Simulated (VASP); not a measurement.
# RbBr (I4/mmm) in VASP: a series of runs, part 2 of 4

VASP 6.6.1.

## Step 5: Single point, PBEsol

This run uses another cell than the first one, of the same volume but with other edges.

The input, INCAR:

```
SYSTEM = RbBr
PREC     = Accurate       ! precision mode
ENCUT    = 520            ! plane-wave cutoff, eV
EDIFF    = 1E-7           ! SCF threshold, eV
ISMEAR   = 0              ! smearing method
SIGMA    = 0.05           ! smearing width, eV
LREAL    = .FALSE.        ! projectors in reciprocal space
LASPH    = .TRUE.         ! aspherical terms in the spheres
NELM     = 60             ! most SCF steps
ALGO     = Normal         ! electronic algorithm
ISIF     = 2              ! what is computed and relaxed
LWAVE    = .FALSE.        ! write WAVECAR
LCHARG   = .FALSE.        ! write CHGCAR
GGA      = PS             ! functional
NBANDS   = 15             ! bands
```

The input, KPOINTS:

```
Automatic mesh
0
G
  6 6 6
  0 0 0
```

The input, POSCAR:

```
RbBr
1.0
    0.0000000000      3.9567597201      2.5718938181
    3.9567597201      0.0000000000      2.5718938181
    3.9567597201      3.9567597201      0.0000000000
Rb Br
1 1
Direct
    0.0000000000      0.0000000000      0.0000000000
    0.5000000000      0.5000000000      0.5000000000
```

Potentials or basis: VASP PAW PBE potentials, release 64 (Rb_sv, Br).

Launch:

```console
cat potpaw_PBE.64/Rb_sv/POTCAR potpaw_PBE.64/Br/POTCAR > POTCAR
mpirun -np 1 vasp_std > vasp.out
```

OUTCAR:

```text
SYSTEM = RbBr
   PREC = Accurate
   ENCUT = 520
   EDIFF = 1E-7
   ISMEAR = 0
   LREAL = .FALSE.
   LASPH = .TRUE.
   NELM = 60
   ISIF = 2
   GGA = PS

 ion  position               nearest neighbor table
   1  0.000  0.000  0.000-   2 2.57   2 2.57   2 3.96   2 3.96   2 3.96   2 3.96
   2  0.500  0.500  0.500-   1 2.57   1 2.57   1 3.96   1 3.96   1 3.96   1 3.96

  LATTYP: Found a body centered tetragonal cell.
 ALAT       =     5.5957032592
 C/A-ratio  =     0.9192388156

  Lattice vectors:

 A1 = (   0.0000000000,  -3.9567597201,  -2.5718938181)
 A2 = (   0.0000000000,   3.9567597201,  -2.5718938181)
 A3 = (   3.9567597201,   0.0000000000,   2.5718938181)

Analysis of symmetry for initial positions (statically):
=====================================================================
 Subroutine PRICEL returns:
 Original cell was already a primitive cell.

 Routine SETGRP: Setting up the symmetry group for a
 body centered tetragonal supercell.

 Subroutine GETGRP returns: Found 16 space group operations
 (whereof 16 operations were pure point group operations)
 out of a pool of 16 trial point group operations.

The static configuration has the point symmetry D_4h.

Analysis of symmetry for dynamics (positions and initial velocities):
=====================================================================
 Subroutine PRICEL returns:
 Original cell was already a primitive cell.

 Routine SETGRP: Setting up the symmetry group for a
 body centered tetragonal supercell.

 Subroutine GETGRP returns: Found 16 space group operations
 (whereof 16 operations were pure point group operations)
 out of a pool of 16 trial point group operations.

The dynamic configuration has the point symmetry D_4h.

 Subroutine INISYM returns: Found 16 space group operations
 (whereof 16 operations are pure point group operations),
 and found     1 'primitive' translations

----------------------------------------------------------------------------------------

                                     Primitive cell

  volume of cell :      80.5309

  direct lattice vectors                    reciprocal lattice vectors
     0.000000000  3.956759720  2.571893818    -0.126366026  0.126366026  0.194409270
     3.956759720  0.000000000  2.571893818     0.126366026 -0.126366026  0.194409270
     3.956759720  3.956759720  0.000000000     0.126366026  0.126366026 -0.194409270

  length of vectors
     4.719172098  4.719172098  5.595703259     0.264067622  0.264067622  0.264067622

  position of ions in fractional coordinates (direct lattice)
     0.000000000  0.000000000  0.000000000
     0.500000000  0.500000000  0.500000000

  ion indices of the primitive-cell ions
   primitive index   ion index
                 1           1
                 2           2

----------------------------------------------------------------------------------------

 KPOINTS: Automatic mesh

Automatic generation of k-mesh.
 Grid dimensions read from file:
 generate k-points for:    6    6    6

 Generating k-lattice:

  Cartesian coordinates                     Fractional coordinates (reciprocal lattice)
    -0.021061004  0.021061004  0.032401545     0.166666667  0.000000000  0.000000000
[... 42 lines left out ...]
   number of dos      NEDOS =    301   number of ions     NIONS =      2
   total plane-waves  NPLWV =  54432
   dimension x,y,z NGX =    36 NGY =   36 NGZ =   42
   dimension x,y,z NGXF=    72 NGYF=   72 NGZF=   84
   ions per type =               1   1
   NGX,Y,Z   is equivalent  to a cutoff of  12.68, 12.68, 12.48 a.u.
   NGXF,Y,Z  is equivalent  to a cutoff of  25.36, 25.36, 24.96 a.u.
 SYSTEM =  RbBr
   PREC   = accura    normal or accurate (medium, high low for compatibility)
   ISTART =      0    job   : 0-new  1-cont  2-samecut
   ICHARG =      2    charge: 1-file 2-atom 10-const
   ISPIN  =      1    spin polarized calculation?
   LNONCOLLINEAR =      F non collinear calculations
   LSORBIT =      F    spin-orbit coupling
   LASPH  =      T    aspherical Exc in radial PAW
   ENCUT  =  520.0 eV  38.22 Ry    6.18 a.u.   8.77  8.77 10.40*2*pi/ulx,y,z
   NELM   =     60;   NELMIN=  2; NELMDL= -5     # of ELM steps
   EDIFF  = 0.1E-06   stopping-criterion for ELM
   LREAL  =      F    real-space projection
   EDIFFG = 0.1E-05   stopping-criterion for IOM
   NSW    =      0    number of steps for IOM
   IBRION =     -1    ionic relax: 0-MD 1-quasi-New 2-CG
   NFREE  =      0    steps in history (QN), initial steepest desc. (CG)
   ISIF   =      2    stress and relaxation
   ISYM   =      2    0-nonsym 1-usesym 2-fastsym
   POTIM  = 0.5000    time-step for ionic-motion
   TEBEG  =    0.0;   TEEND  =   0.0 temperature during run
   PSTRESS=    0.0 pullay stress
   NELECT =      16.0000    total number of electrons
   NUPDOWN=      -1.0000    fix difference up-down
   EMIN   =  10.00;   EMAX   =-10.00  energy-range for DOS
   EFERMI =   0.00;   METHOD = LEGACY
   ISMEAR =     0;   SIGMA  =   0.05  broadening in eV -4-tet -1-fermi 0-gaus
   EFERMI_NEDOS =   21; number of points for ismear=-14 and -15
   IALGO  =     38    algorithm
   IMIX   =      4    mixing-type and parameters
     AMIX     =   0.40;   BMIX     =  1.00
     AMIX_MAG =   1.60;   BMIX_MAG =  1.00
  volume/ion in A,a.u.               =      40.27       271.72
  Fermi-wavevector in a.u.,A,eV,Ry     =   0.955273  1.805204 12.415941  0.912546
  Thomas-Fermi vector in A             =   2.084095
   LORBIT       =      0    0 simple, 1 ext, 2 COOP (PROOUT), +10 PAW based schemes
   GGA     = PS    functional components
   LHFCALC =     F    Hartree Fock is set to
   AEXX    =    0.0000 exact exchange contribution
   IVDW    =     0    specifies the selected vdW correction
   LEPSILON=     F    determine dielectric tensor
   LRPA    =     F    only Hartree local field effects (RPA)
 non-spin polarized calculation
 Gauss-broadening in eV      SIGMA  =   0.05
  energy-cutoff  :      520.00
  volume of cell :       80.53
 maximum number of plane-waves:      2206
   NGX = 17   NGY = 17   NGZ = 21

 number of electron      15.9999998 magnetization

 Free energy of the ion-electron system (eV)
  ---------------------------------------------------
  ext. energy  EPLUGINS =         0.00000000
  ---------------------------------------------------
  free energy    TOTEN  =        -4.15307695 eV

  energy without entropy =       -4.15307695  energy(sigma->0) =       -4.15307695

 E-fermi :   0.5635     XC(G=0):  -7.1066

 val. band max:        0.2441279004   @ k =   0.0000   0.0000   0.0000
 cond. band min:       1.9335386980   @ k =   0.0000   0.0000   0.0000
 fundamental gap:      1.6894107976
 Fermi energy:         0.5634677277

 k-point     1 :       0.0000    0.0000    0.0000
  band No.  band energies     occupation
      1     -25.8621      2.00000
      2     -14.1550      2.00000
      3     -10.9917      2.00000
      4      -9.9726      2.00000
      5      -9.9726      2.00000
      6      -1.9728      2.00000
      7      -1.9728      2.00000
      8       0.2441      2.00000
      9       1.9335      0.00000
     10       5.0286      0.00000
     11       5.0286      0.00000
     12       5.0544      0.00000
     13       7.7090      0.00000
     14       9.4886      0.00000
[... 401 lines left out ...]
      2     -14.3941      2.00000
      3     -10.5319      2.00000
      4     -10.1584      2.00000
      5      -9.9776      2.00000
      6      -2.4570      2.00000
      7      -2.1618      2.00000
      8      -0.6201      2.00000
      9       4.3965      0.00000
     10       4.8616      0.00000
     11       5.9713      0.00000
     12       7.3975      0.00000
     13       7.8186      0.00000
     14       8.1873      0.00000
     15       9.8425      0.00000

 [... further k-points ...]

------------------------ aborting loop because EDIFF is reached ----------------------------------------

  FORCE on cell =-STRESS in cart. coord.  units (eV):
  Direction    XX          YY          ZZ          XY          YZ          ZX
  --------------------------------------------------------------------------------------
  -------------------------------------------------------------------------------------
  Total       -0.6204221     -0.6204221     22.4663721      0.0000000      0.0000000      0.0000000
  in kB      -12.3434183    -12.3434183    446.9728505      0.0000000      0.0000000      0.0000000
  external PRESSURE =     140.7620047 kB  Pullay stress =       0.0000000 kB

 VOLUME and BASIS-vectors are now :
 -----------------------------------------------------------------------------
  energy-cutoff  :      520.00
  volume of cell :       80.53
      direct lattice vectors                 reciprocal lattice vectors
     0.000000000  3.956759720  2.571893818    -0.126366026  0.126366026  0.194409270
     3.956759720  0.000000000  2.571893818     0.126366026 -0.126366026  0.194409270
     3.956759720  3.956759720  0.000000000     0.126366026  0.126366026 -0.194409270

 POSITION                                       TOTAL-FORCE (eV/Angst)
 -----------------------------------------------------------------------------------
      0.00000      0.00000      0.00000         0.000000     -0.000000      0.000000
      3.95676      3.95676      2.57189        -0.000000      0.000000     -0.000000
 -----------------------------------------------------------------------------------
    total drift:                                0.000000      0.000000      0.000000

  FREE ENERGIE OF THE ION-ELECTRON SYSTEM (eV)
  ---------------------------------------------------
  free  energy   TOTEN  =        -4.1530769460 eV

  energy  without entropy=       -4.1530769460  energy(sigma->0) =       -4.15307695
```

Wall time 74 s (1 thread of Intel Xeon 8259CL, shared host); peak memory 0.23 GiB.

Results:

- Free energy: -4.1531 eV
- Pressure: 14.1 GPa
- Band gap on the k mesh: 1.69 eV

Caveat: the cell stands under pressure; the PAW data sets were made with another functional, which shifts forces and pressure a little.

(Part 2 of 4 ends here.)
